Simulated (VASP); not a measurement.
# In2S (P-4m2) in VASP: single point with PBE

Aim: the single point of In2S with PBE.

All numbers are computed with VASP 6.6.1; they aren't measurements. Logs are shortened: lines on timing, memory, paths and dates and some standing lists are left out, and cuts for length are marked.

## 1. The cell of the first run

The structure is tetragonal, space group P-4m2 (No. 115). The conventional cell has a = 3.945 Å, b = 3.945 Å, c = 5.442 Å, α = 90.00°, β = 90.00°, γ = 90.00°. Within 3.6 Å of In (site symmetry 2mm) lie 2 S at 2.70 Å and 4 In at 3.30 Å. Within 3.6 Å of S (site symmetry -4m2) lie 4 In at 2.70 Å.

## 2. Single point, PBE

The input, POSCAR:

```
In2S
1.0
    3.9454275139      0.0000000000      0.0000000000
    0.0000000000      3.9454275139      0.0000000000
    0.0000000000      0.0000000000      5.4424722845
In S
2 1
Direct
    0.5000000000      0.0000000000      0.6618652174
    0.0000000000      0.5000000000      0.3381347826
    0.0000000000      0.0000000000      0.0000000000
```

The input, INCAR.step1:

```
  PREC = Accurate
  ENCUT = 520
  EDIFF = 1E-6
  ISMEAR = 0
  SIGMA = 0.1
  LREAL = False
  LASPH = True
  NELM = 80
  ALGO = Normal
  ISIF = 2
  LWAVE = False
  LCHARG = True
  GGA = PE
  NBANDS = 23
```

The input, KPOINTS.step1:

```
Automatic mesh
0
Gamma
  12 12 8
```

The input, INCAR.step2:

```
  PREC = Accurate
  ENCUT = 520
  EDIFF = 1E-6
  ISMEAR = -5
  SIGMA = 0.1
  LREAL = False
  LASPH = True
  NELM = 80
  ALGO = Normal
  ISIF = 2
  LWAVE = False
  LCHARG = False
  GGA = PE
  LORBIT = 10
  NBANDS = 23
  NEDOS = 2001
  ICHARG = 11
```

The input, KPOINTS.step2:

```
Automatic mesh
0
Gamma
  18 18 12
```

Potentials or basis: VASP PAW PBE potentials, release 64 (In_d, S).

Launch:

```sh
$ cat potpaw_PBE.64/In_d/POTCAR potpaw_PBE.64/S/POTCAR > POTCAR
$ cp INCAR.step1 INCAR
$ cp KPOINTS.step1 KPOINTS
$ mpirun -np 1 vasp_std > vasp.out
$ cp INCAR.step2 INCAR
$ cp KPOINTS.step2 KPOINTS
$ mpirun -np 1 vasp_std > vasp.out
```

OUTCAR:

```text
PREC = Accurate
   ENCUT = 520
   EDIFF = 1E-6
   ISMEAR = -5
   LREAL = False
   LASPH = True
   NELM = 80
   ISIF = 2
   GGA = PE
   LORBIT = 10
   ICHARG = 11

 ion  position               nearest neighbor table
   1  0.500  0.000  0.662-   3 2.70   3 2.70   2 3.30   2 3.30   2 3.30   2 3.30
   2  0.000  0.500  0.338-   3 2.70   3 2.70   1 3.30   1 3.30   1 3.30   1 3.30
   3  0.000  0.000  0.000-   1 2.70   2 2.70   2 2.70   1 2.70

  LATTYP: Found a simple tetragonal cell.
 ALAT       =     3.9454275139
 C/A-ratio  =     1.3794379102

  Lattice vectors:

 A1 = (   3.9454275139,   0.0000000000,   0.0000000000)
 A2 = (   0.0000000000,   3.9454275139,   0.0000000000)
 A3 = (   0.0000000000,   0.0000000000,   5.4424722845)

Analysis of symmetry for initial positions (statically):
=====================================================================
 Subroutine PRICEL returns:
 Original cell was already a primitive cell.

 Routine SETGRP: Setting up the symmetry group for a
 simple tetragonal supercell.

 Subroutine GETGRP returns: Found  8 space group operations
 (whereof  8 operations were pure point group operations)
 out of a pool of 16 trial point group operations.

The static configuration has the point symmetry D_2d.

Analysis of symmetry for dynamics (positions and initial velocities):
=====================================================================
 Subroutine PRICEL returns:
 Original cell was already a primitive cell.

 Routine SETGRP: Setting up the symmetry group for a
 simple tetragonal supercell.

 Subroutine GETGRP returns: Found  8 space group operations
 (whereof  8 operations were pure point group operations)
 out of a pool of 16 trial point group operations.

The dynamic configuration has the point symmetry D_2d.

 Subroutine INISYM returns: Found  8 space group operations
 (whereof  8 operations are pure point group operations),
 and found     1 'primitive' translations

----------------------------------------------------------------------------------------

                                     Primitive cell

[... 82 lines left out ...]
   NGX,Y,Z   is equivalent  to a cutoff of  12.64, 12.64, 12.22 a.u.
   NGXF,Y,Z  is equivalent  to a cutoff of  25.28, 25.28, 24.44 a.u.
 SYSTEM =  unknown system
   PREC   = accura    normal or accurate (medium, high low for compatibility)
   ISTART =      0    job   : 0-new  1-cont  2-samecut
   ICHARG =     11    charge: 1-file 2-atom 10-const
   ISPIN  =      1    spin polarized calculation?
   LNONCOLLINEAR =      F non collinear calculations
   LSORBIT =      F    spin-orbit coupling
   LASPH  =      T    aspherical Exc in radial PAW
   ENCUT  =  520.0 eV  38.22 Ry    6.18 a.u.   7.34  7.34 10.12*2*pi/ulx,y,z
   NELM   =     80;   NELMIN=  2; NELMDL=  0     # of ELM steps
   EDIFF  = 0.1E-05   stopping-criterion for ELM
   LREAL  =      F    real-space projection
[... 7 lines left out ...]
   TEBEG  =    0.0;   TEEND  =   0.0 temperature during run
   PSTRESS=    0.0 pullay stress
   NELECT =      32.0000    total number of electrons
   NUPDOWN=      -1.0000    fix difference up-down
   EMIN   =  10.00;   EMAX   =-10.00  energy-range for DOS
   EFERMI =   0.00;   METHOD = LEGACY
   ISMEAR =    -5;   SIGMA  =   0.10  broadening in eV -4-tet -1-fermi 0-gaus
   EFERMI_NEDOS =   21; number of points for ismear=-14 and -15
   IALGO  =     38    algorithm
   IMIX   =      4    mixing-type and parameters
     AMIX     =   0.40;   BMIX     =  1.00
     AMIX_MAG =   1.60;   BMIX_MAG =  1.00
  volume/ion in A,a.u.               =      28.24       190.57
  Fermi-wavevector in a.u.,A,eV,Ry     =   1.183396  2.236294 19.053948  1.400426
  Thomas-Fermi vector in A             =   2.319631
   LORBIT       =     10    0 simple, 1 ext, 2 COOP (PROOUT), +10 PAW based schemes
   GGA     = PE    functional components
   LHFCALC =     F    Hartree Fock is set to
   AEXX    =    0.0000 exact exchange contribution
   IVDW    =     0    specifies the selected vdW correction
   LEPSILON=     F    determine dielectric tensor
   LRPA    =     F    only Hartree local field effects (RPA)
 non-spin polarized calculation
 Fermi weights with tetrahedron method with Bloechl corrections
  energy-cutoff  :      520.00
  volume of cell :       84.72
 maximum number of plane-waves:      2317
 NGX is ok and might be reduce to    30

 number of electron      32.0000001 magnetization

 Free energy of the ion-electron system (eV)
  ---------------------------------------------------
  ext. energy  EPLUGINS =         0.00000000
  ---------------------------------------------------
  free energy    TOTEN  =       -10.06733636 eV

  energy without entropy =      -10.06733636  energy(sigma->0) =      -10.06733636

 E-fermi :   5.2462     XC(G=0):  -9.1728

 val. band max:        5.2404314969   @ k =   0.1667   0.1111   0.2500
 cond. band min:       5.1766181459   @ k =   0.3333   0.3333   0.1667
 fundamental gap:     -0.0638133509
 Fermi energy:         5.2462051943

 k-point     1 :       0.0000    0.0000    0.0000
  band No.  band energies     occupation
      1      -9.5276      2.00000
      2      -9.3218      2.00000
      3      -9.3090      2.00000
      4      -9.3090      2.00000
      5      -9.2903      2.00000
      6      -9.2247      2.00000
[... 613 lines left out ...]
     22      11.8856      0.00000
     23      12.7025      0.00000

 [... further k-points ...]
[... 5 lines left out ...]
  --------------------------------------------------------------------------------------
  -------------------------------------------------------------------------------------
  Total        0.0259296      0.0259296      0.0443572      0.0000000     -0.0000000      0.0000000
  in kB        0.4903688      0.4903688      0.8388621      0.0000000     -0.0000000      0.0000000
  external PRESSURE =       0.6065333 kB  Pullay stress =       0.0000000 kB

 VOLUME and BASIS-vectors are now :
 -----------------------------------------------------------------------------
  energy-cutoff  :      520.00
  volume of cell :       84.72
      direct lattice vectors                 reciprocal lattice vectors
     3.945427514  0.000000000  0.000000000     0.253457958  0.000000000  0.000000000
     0.000000000  3.945427514  0.000000000     0.000000000  0.253457958  0.000000000
     0.000000000  0.000000000  5.442472284     0.000000000  0.000000000  0.183740026

 POSITION                                       TOTAL-FORCE (eV/Angst)
 -----------------------------------------------------------------------------------
      1.97271      0.00000      3.60218         0.000000     -0.000000     -0.009628
      0.00000      1.97271      1.84029         0.000000      0.000000      0.009628
      0.00000      0.00000      0.00000         0.000000     -0.000000      0.000000
 -----------------------------------------------------------------------------------
    total drift:                                0.000000      0.000000      0.000000

  FREE ENERGIE OF THE ION-ELECTRON SYSTEM (eV)
  ---------------------------------------------------
  free  energy   TOTEN  =       -10.0673363626 eV

  energy  without entropy=      -10.0673363626  energy(sigma->0) =      -10.06733636

 total charge

# of ion       s       p       d       tot
------------------------------------------
    1        0.997   0.436   9.863  11.295
    2        0.997   0.436   9.863  11.295
    3        1.358   2.329   0.000   3.687
--------------------------------------------------
tot          3.352   3.201  19.725  26.278
```

OUTCAR.step1:

```text
PREC = Accurate
   ENCUT = 520
   EDIFF = 1E-6
   ISMEAR = 0
   LREAL = False
[... 851 lines left out ...]
      1.97271      0.00000      3.60218         0.000000     -0.000000     -0.008189
      0.00000      1.97271      1.84029        -0.000000     -0.000000      0.008189
      0.00000      0.00000      0.00000        -0.000000      0.000000      0.000000
 -----------------------------------------------------------------------------------
    total drift:                                0.000000      0.000000      0.000000

  FREE ENERGIE OF THE ION-ELECTRON SYSTEM (eV)
  ---------------------------------------------------
  free  energy   TOTEN  =       -10.0681007956 eV

  energy  without entropy=      -10.0649155547  energy(sigma->0) =      -10.06650818
```

OSZICAR.step1:

```text
N       E                     dE             d eps       ncg     rms          rms(c)
DAV:   1     0.266167004035E+03    0.26617E+03   -0.15098E+04  6440   0.167E+03
DAV:   2     0.158378726043E+02   -0.25033E+03   -0.24021E+03  6580   0.399E+02
DAV:   3    -0.939028586280E+01   -0.25228E+02   -0.24313E+02  8205   0.133E+02
DAV:   4    -0.104955494525E+02   -0.11053E+01   -0.11030E+01  7455   0.296E+01
DAV:   5    -0.105492953574E+02   -0.53746E-01   -0.53739E-01 10134   0.600E+00    0.681E+00
DAV:   6    -0.100659359689E+02    0.48336E+00   -0.68577E-01  9506   0.124E+01    0.420E+00
DAV:   7    -0.100694691235E+02   -0.35332E-02   -0.32298E-01  8782   0.327E+00    0.188E+00
DAV:   8    -0.100681295940E+02    0.13395E-02   -0.22466E-02  9925   0.163E+00    0.513E-01
DAV:   9    -0.100679241866E+02    0.20541E-03   -0.53489E-03 10654   0.799E-01    0.225E-01
DAV:  10    -0.100679737719E+02   -0.49585E-04   -0.91493E-04  8035   0.249E-01    0.982E-02
DAV:  11    -0.100681039817E+02   -0.13021E-03   -0.28821E-04  9328   0.147E-01    0.271E-02
DAV:  12    -0.100680935492E+02    0.10432E-04   -0.48384E-05 10087   0.775E-02    0.265E-02
DAV:  13    -0.100681004906E+02   -0.69414E-05   -0.12955E-05  6953   0.229E-02    0.538E-03
DAV:  14    -0.100681007956E+02   -0.30499E-06   -0.82691E-07  6127   0.941E-03
   1 F= -.10068101E+02 E0= -.10066508E+02  d E =-.318524E-02
```

It took 5.5 min on 1 thread of Intel Xeon 6975P-C (Granite Rapids), shared host; peak memory 0.67 GiB.

Results:

| Quantity | Value |
| --- | --- |
| Valence electrons inside the program's atomic spheres | In 11.29; S 3.69 |

Levels at points of the mesh, in eV from the Fermi level:
```tsv
k point	band 14	band 15	band 16	band 17	band 18	band 19
(0.00, 0.00, 0.00)	-2.43	-2.43	1.45	2.06	3.64	3.64
(0.50, 0.00, 0.00)	-3.47	-2.05	-1.97	0.43	3.45	4.38
(0.50, 0.50, 0.00)	-3.29	-1.71	-0.82	-0.82	-0.33	2.99
(0.00, 0.00, 0.50)	-2.20	-1.74	-1.42	2.25	2.25	3.29
(0.50, 0.00, 0.50)	-3.90	-1.97	-0.43	1.63	3.06	4.66
(0.50, 0.50, 0.50)	-4.38	-1.94	-1.94	-1.17	1.39	2.65
```

Caveat: spin-orbit coupling is left out, which moves the levels of the heavy elements.
